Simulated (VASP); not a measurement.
# Mn (P6_3/mmc) in VASP: notebook, part 2 of 2

VASP 6.6.1.

## Step 3: Single point, PBE+U

File INCAR:

```
SYSTEM = Mn
ALGO = Normal
EDIFF = 1E-6
ENCUT = 520
GGA = PE
ISIF = 2
ISMEAR = -5
LASPH = .TRUE.
LCHARG = .FALSE.
LDAU = .TRUE.
LDAUJ = 0
LDAUL = 2
LDAUPRINT = 1
LDAUTYPE = 2
LDAUU = 5
LMAXMIX = 4
LREAL = .FALSE.
LWAVE = .FALSE.
NBANDS = 20
NELM = 150
PREC = Accurate
SIGMA = 0.1
```

File KPOINTS:

```
k-points
0
G
  8 8 4
  0 0 0
```

File POSCAR:

```
Mn
1.0
    1.2314460000      2.1329270000      0.0000000000
   -1.2314460000      2.1329270000      0.0000000000
    0.0000000000      0.0000000000      4.6447100000
Mn
2
Direct
    0.3333300000      0.3333400000      0.2500000000
    0.6666600000      0.6666700000      0.7500000000
```

Potentials or basis: VASP PAW PBE potentials, release 64 (Mn_pv).

Run with:

```sh
cat potpaw_PBE.64/Mn_pv/POTCAR > POTCAR
mpirun -np 1 vasp_std > vasp.out
```

OUTCAR:

```text
SYSTEM = Mn
   EDIFF = 1E-6
   ENCUT = 520
   GGA = PE
   ISIF = 2
   ISMEAR = -5
   LASPH = .TRUE.
   LREAL = .FALSE.
   NELM = 150
   PREC = Accurate

 ion  position               nearest neighbor table
   1  0.333  0.333  0.250-   2 2.72   2 2.72   2 2.72   2 2.72   2 2.72   2 2.72
   2  0.667  0.667  0.750-   1 2.72   1 2.72   1 2.72   1 2.72   1 2.72   1 2.72

  LATTYP: Found a hexagonal cell.
 ALAT       =     2.4628919664
 C/A-ratio  =     1.8858764669

  Lattice vectors:

 A1 = (   1.2314460000,  -2.1329270000,   0.0000000000)
 A2 = (   1.2314460000,   2.1329270000,   0.0000000000)
 A3 = (   0.0000000000,   0.0000000000,   4.6447100000)

Analysis of symmetry for initial positions (statically):
=====================================================================
 Subroutine PRICEL returns:
 Original cell was already a primitive cell.

 Routine SETGRP: Setting up the symmetry group for a
 hexagonal supercell.

 Subroutine GETGRP returns: Found  8 space group operations
 (whereof  2 operations were pure point group operations)
 out of a pool of 24 trial point group operations.

The static configuration has the point symmetry C_2 .
 The point group associated with its full space group is D_2h.

Analysis of symmetry for dynamics (positions and initial velocities):
=====================================================================
 Subroutine PRICEL returns:
 Original cell was already a primitive cell.

 Routine SETGRP: Setting up the symmetry group for a
 hexagonal supercell.

 Subroutine GETGRP returns: Found  8 space group operations
 (whereof  2 operations were pure point group operations)
 out of a pool of 24 trial point group operations.

The dynamic configuration has the point symmetry C_2 .
 The point group associated with its full space group is D_2h.

 Subroutine INISYM returns: Found  8 space group operations
 (whereof  2 operations are pure point group operations),
 and found     1 'primitive' translations

----------------------------------------------------------------------------------------

                                     Primitive cell

  volume of cell :      24.3994

  direct lattice vectors                    reciprocal lattice vectors
     1.231446000  2.132927000  0.000000000     0.406026736  0.234419650  0.000000000
    -1.231446000  2.132927000  0.000000000    -0.406026736  0.234419650  0.000000000
     0.000000000  0.000000000  4.644710000     0.000000000  0.000000000  0.215298695

  length of vectors
     2.462891966  2.462891966  4.644710000     0.468839293  0.468839293  0.215298695

  position of ions in fractional coordinates (direct lattice)
     0.333330000  0.333340000  0.250000000
[... 146 lines left out ...]
  o =  0.2509  v =  0.0000  0.0000  0.0000 -1.0000 -0.0000  0.0000  0.0000  0.0000  0.0000  0.0000      0.0000  0.0000  0.0000  0.0000  0.0000  0.0000  0.0000  0.0000  0.0000  0.0000
  o =  0.2509  v =  0.0000  0.0000  0.0000  0.0000  0.0000  0.0000  0.0000  0.0000 -1.0000 -0.0000      0.0000  0.0000  0.0000  0.0000  0.0000  0.0000  0.0000  0.0000  0.0000  0.0000
  o =  0.6433  v =  1.0000  0.0000  0.0000  0.0000  0.0000  0.0000  0.0000  0.0000  0.0000  0.0000      0.0000  0.0000  0.0000  0.0000  0.0000  0.0000  0.0000  0.0000  0.0000  0.0000
  o =  0.6433  v =  0.0000  0.0000  0.0000  0.0000  0.0000  1.0000  0.0000  0.0000  0.0000  0.0000      0.0000  0.0000  0.0000  0.0000  0.0000  0.0000  0.0000  0.0000  0.0000  0.0000
  o =  0.6435  v =  0.0000  0.0000  0.0000  0.0000  0.0000  0.0000 -0.0000 -0.0006 -0.0000  1.0000      0.0000  0.0000  0.0000  0.0000  0.0000  0.0000  0.0000  0.0000  0.0000  0.0000
  o =  0.6435  v =  0.0000 -0.0000 -0.0006 -0.0000  1.0000  0.0000  0.0000  0.0000  0.0000  0.0000      0.0000  0.0000  0.0000  0.0000  0.0000  0.0000  0.0000  0.0000  0.0000  0.0000
  o =  0.7600  v =  0.0000  0.0000  0.0000  0.0000  0.0000  0.0000 -0.0000 -1.0000 -0.0000 -0.0006      0.0000  0.0000  0.0000  0.0000  0.0000  0.0000  0.0000  0.0000  0.0000  0.0000
  o =  0.7600  v =  0.0000 -0.0000 -1.0000 -0.0000 -0.0006  0.0000  0.0000  0.0000  0.0000  0.0000      0.0000  0.0000  0.0000  0.0000  0.0000  0.0000  0.0000  0.0000  0.0000  0.0000

atom =   2  type =  1  l = 2

 onsite density matrix

spin component  1

  0.6433  0.0000 -0.0000  0.0000  0.0000
  0.0000  0.2507 -0.0000 -0.0000 -0.0000
 -0.0000 -0.0000  0.7600  0.0000  0.0001
  0.0000 -0.0000  0.0000  0.2509  0.0000
  0.0000 -0.0000  0.0001  0.0000  0.6435

spin component  2

  0.6433  0.0000 -0.0000  0.0000  0.0000
  0.0000  0.2507 -0.0000 -0.0000 -0.0000
 -0.0000 -0.0000  0.7600  0.0000  0.0001
  0.0000 -0.0000  0.0000  0.2509  0.0000
  0.0000 -0.0000  0.0001  0.0000  0.6435

 occupancies and eigenvectors

  o =  0.2507  v =  0.0000 -1.0000  0.0000 -0.0000 -0.0000  0.0000  0.0000  0.0000  0.0000  0.0000      0.0000  0.0000  0.0000  0.0000  0.0000  0.0000  0.0000  0.0000  0.0000  0.0000
  o =  0.2507  v =  0.0000  0.0000  0.0000  0.0000  0.0000  0.0000 -1.0000  0.0000 -0.0000 -0.0000      0.0000  0.0000  0.0000  0.0000  0.0000  0.0000  0.0000  0.0000  0.0000  0.0000
  o =  0.2509  v =  0.0000  0.0000  0.0000 -1.0000 -0.0000  0.0000  0.0000  0.0000  0.0000  0.0000      0.0000  0.0000  0.0000  0.0000  0.0000  0.0000  0.0000  0.0000  0.0000  0.0000
  o =  0.2509  v =  0.0000  0.0000  0.0000  0.0000  0.0000  0.0000  0.0000  0.0000 -1.0000 -0.0000      0.0000  0.0000  0.0000  0.0000  0.0000  0.0000  0.0000  0.0000  0.0000  0.0000
  o =  0.6433  v =  1.0000  0.0000  0.0000  0.0000  0.0000  0.0000  0.0000  0.0000  0.0000  0.0000      0.0000  0.0000  0.0000  0.0000  0.0000  0.0000  0.0000  0.0000  0.0000  0.0000
  o =  0.6433  v =  0.0000  0.0000  0.0000  0.0000  0.0000  1.0000  0.0000  0.0000  0.0000  0.0000      0.0000  0.0000  0.0000  0.0000  0.0000  0.0000  0.0000  0.0000  0.0000  0.0000
  o =  0.6435  v =  0.0000  0.0000  0.0000  0.0000  0.0000  0.0000 -0.0000 -0.0006 -0.0000  1.0000      0.0000  0.0000  0.0000  0.0000  0.0000  0.0000  0.0000  0.0000  0.0000  0.0000
  o =  0.6435  v =  0.0000 -0.0000 -0.0006 -0.0000  1.0000  0.0000  0.0000  0.0000  0.0000  0.0000      0.0000  0.0000  0.0000  0.0000  0.0000  0.0000  0.0000  0.0000  0.0000  0.0000
  o =  0.7600  v =  0.0000  0.0000  0.0000  0.0000  0.0000  0.0000 -0.0000 -1.0000 -0.0000 -0.0006      0.0000  0.0000  0.0000  0.0000  0.0000  0.0000  0.0000  0.0000  0.0000  0.0000
  o =  0.7600  v =  0.0000 -0.0000 -1.0000 -0.0000 -0.0006  0.0000  0.0000  0.0000  0.0000  0.0000      0.0000  0.0000  0.0000  0.0000  0.0000  0.0000  0.0000  0.0000  0.0000  0.0000

 number of electron      26.0000010 magnetization

 Free energy of the ion-electron system (eV)
  ---------------------------------------------------
  ext. energy  EPLUGINS =         0.00000000
  ---------------------------------------------------
  free energy    TOTEN  =        -5.34678991 eV

  energy without entropy =       -5.34678991  energy(sigma->0) =       -5.34678991

 E-fermi :   9.2991     XC(G=0): -13.2281

 val. band max:        9.5310472093   @ k =   0.5000   0.5000   0.2500
 cond. band min:       9.0312242469   @ k =   0.3750  -0.3750   0.0000
 fundamental gap:     -0.4998229624
 Fermi energy:         9.2991349075

 k-point     1 :       0.0000    0.0000    0.0000
  band No.  band energies     occupation
      1     -39.5386      2.00000
      2     -39.2121      2.00000
      3     -38.4373      2.00000
      4     -38.4372      2.00000
      5     -38.4091      2.00000
      6     -38.4090      2.00000
[... 541 lines left out ...]
     19      16.6607      0.00000
     20      25.3595      0.00000

 [... further k-points ...]

------------------------ aborting loop because EDIFF is reached ----------------------------------------

  FORCE on cell =-STRESS in cart. coord.  units (eV):
  Direction    XX          YY          ZZ          XY          YZ          ZX
  --------------------------------------------------------------------------------------
  -------------------------------------------------------------------------------------
  Total       -1.1136009     -1.1138275     -1.7430028     -0.0000000      0.0000000      0.0000000
  in kB      -73.1240453    -73.1389241   -114.4534010     -0.0000000      0.0000000      0.0000000
  external PRESSURE =     -86.9054568 kB  Pullay stress =       0.0000000 kB

 VOLUME and BASIS-vectors are now :
 -----------------------------------------------------------------------------
  energy-cutoff  :      520.00
  volume of cell :       24.40
      direct lattice vectors                 reciprocal lattice vectors
     1.231446000  2.132927000  0.000000000     0.406026736  0.234419650  0.000000000
    -1.231446000  2.132927000  0.000000000    -0.406026736  0.234419650  0.000000000
     0.000000000  0.000000000  4.644710000     0.000000000  0.000000000  0.215298695

 POSITION                                       TOTAL-FORCE (eV/Angst)
 -----------------------------------------------------------------------------------
     -0.00001      1.42196      1.16118         0.000000     -0.000512      0.000000
     -0.00001      2.84390      3.48353         0.000000      0.000512     -0.000000
 -----------------------------------------------------------------------------------
    total drift:                               -0.000001      0.000000     -0.000000

  FREE ENERGIE OF THE ION-ELECTRON SYSTEM (eV)
  ---------------------------------------------------
  free  energy   TOTEN  =        -5.3467899086 eV

  energy  without entropy=       -5.3467899086  energy(sigma->0) =       -5.34678991
```

Run time: 53 s. Hardware: 1 thread of AMD EPYC 7R43 (Zen 3), shared host; peak memory 0.11 GiB.

What came out:

* Free energy: -5.3468 eV
* Pressure: -8.7 GPa
* Band gap on the k mesh: zero (band 13 reaches 10.34 eV, above the bottom of band 14 at 7.79 eV)

Eigenvalues of the final occupation matrices:
```
    site  spin  trace               eigenvalues
site 1 d     1   2.55  0.25 0.25 0.64 0.64 0.76
site 1 d     2   2.55  0.25 0.25 0.64 0.64 0.76
site 2 d     1   2.55  0.25 0.25 0.64 0.64 0.76
site 2 d     2   2.55  0.25 0.25 0.64 0.64 0.76
```

Caveat: the k points lie up to 0.37 Å⁻¹ apart; the run has no spin polarisation, though such a crystal can be magnetic; U without spin polarisation on a metal has little footing; the U is typed as a test and isn't derived for this compound; tetrahedron occupations give inexact forces and stress in metals.

## Step 4: Single point, PBE+U

Changes to INCAR since step 3:

```diff
@@ -3,4 +3,5 @@
 EDIFF = 1E-6
-ENCUT = 520
+ENCUT = 600
 GGA = PE
+GGA_COMPAT = .FALSE.
 ISIF = 2
@@ -18,4 +19,4 @@
 LWAVE = .FALSE.
-NBANDS = 20
-NELM = 150
+NBANDS = 22
+NELM = 200
 PREC = Accurate
```

KPOINTS is that of step 3.

POSCAR is that of step 3.

Potentials or basis: VASP PAW PBE potentials, release 64 (Mn_sv).

Run with:

```sh
cat potpaw_PBE.64/Mn_sv/POTCAR > POTCAR
mpirun -np 1 vasp_std > vasp.out
```

Wall time 55 s (1 thread of Intel Xeon Platinum 8259CL at 2.50GHz (Skylake/Cascade Lake), shared host); peak memory 0.16 GiB.

The run converged. Its results:

| Property | Result |
| --- | --- |
| Free energy | -5.4292 eV |
| Pressure | -16.5 GPa |
| Band gap on the k mesh | zero (band 15 reaches 13.22 eV, above the bottom of band 16 at 11.02 eV) |

Forces in eV/Å, atoms in the order of the input:
```
Mn   0.000 -0.003  0.000
Mn   0.000  0.003  0.000
```

Stress tensor (GPa, compression positive):
```
-12.16   0.00   0.00
  0.00 -12.15   0.00
  0.00   0.00 -25.24
```

Levels at points of the mesh, in eV from the Fermi level:
```tsv
k point	band 11	band 12	band 13	band 14	band 15	band 16	band 17	band 18	band 19	band 20
(0.00, 0.00, 0.00)	-3.16	-1.60	-1.41	-1.41	-1.20	-1.20	1.08	1.09	1.83	1.83
(0.50, 0.00, 0.00)	-3.08	-2.05	-1.68	-1.12	0.09	1.32	1.39	1.80	2.21	4.32
(0.50, 0.50, 0.00)	-3.08	-2.05	-1.68	-1.12	0.08	1.32	1.39	1.80	2.21	4.32
(0.00, 0.00, 0.50)	-3.27	-3.27	-1.34	-1.34	-1.34	-1.34	1.50	1.50	1.51	1.51
(0.50, 0.00, 0.50)	-3.12	-3.12	-0.18	-0.18	0.86	0.86	1.36	1.36	2.23	2.23
(0.50, 0.50, 0.50)	-3.12	-3.12	-0.18	-0.18	0.86	0.86	1.36	1.36	2.23	2.23
```

Eigenvalues of the final occupation matrices:
```
    site  spin  trace               eigenvalues
site 1 d     1   2.33  0.26 0.26 0.57 0.57 0.67
site 1 d     2   2.33  0.26 0.26 0.57 0.57 0.67
site 2 d     1   2.33  0.26 0.26 0.57 0.57 0.67
site 2 d     2   2.33  0.26 0.26 0.57 0.57 0.67
```

Caveat: the k points lie up to 0.37 Å⁻¹ apart; the run has no spin polarisation, though such a crystal can be magnetic; U without spin polarisation on a metal has little footing; the U is typed as a test and isn't derived for this compound; tetrahedron occupations give inexact forces and stress in metals.

## Step 5: Overview

| level | potentials or basis | U | cutoff (eV) | second run | gap on the mesh (eV) | pressure (GPa) |
| --- | --- | --- | --- | --- | --- | --- |
| PBE | VASP PAW PBE potentials, release 64 (Mn_pv) | - | 520 | - | none | -22.6 |
| PBE+U | VASP PAW PBE potentials, release 64 (Mn_pv) | Mn d U = 5.0 eV | 520 | - | none | -8.7 |
| PBE+U | VASP PAW PBE potentials, release 64 (Mn_sv) | Mn d U = 5.0 eV | 600 | valence_matched | none | -16.5 |

Alike in all rows: task single point; no spin polarisation; cell as given; k mesh 8 × 8 × 4; smearing tetrahedron.

Caveats: all runs use coarse meshes; the run has no spin polarisation, though such a crystal can be magnetic; tetrahedron occupations give inexact forces and stress in metals; U without spin polarisation on a metal has little footing (some runs); the U is typed as a test and isn't derived for this compound (some runs).

Total energies depend on the potentials used, so only differences within one code and one set of settings carry meaning.
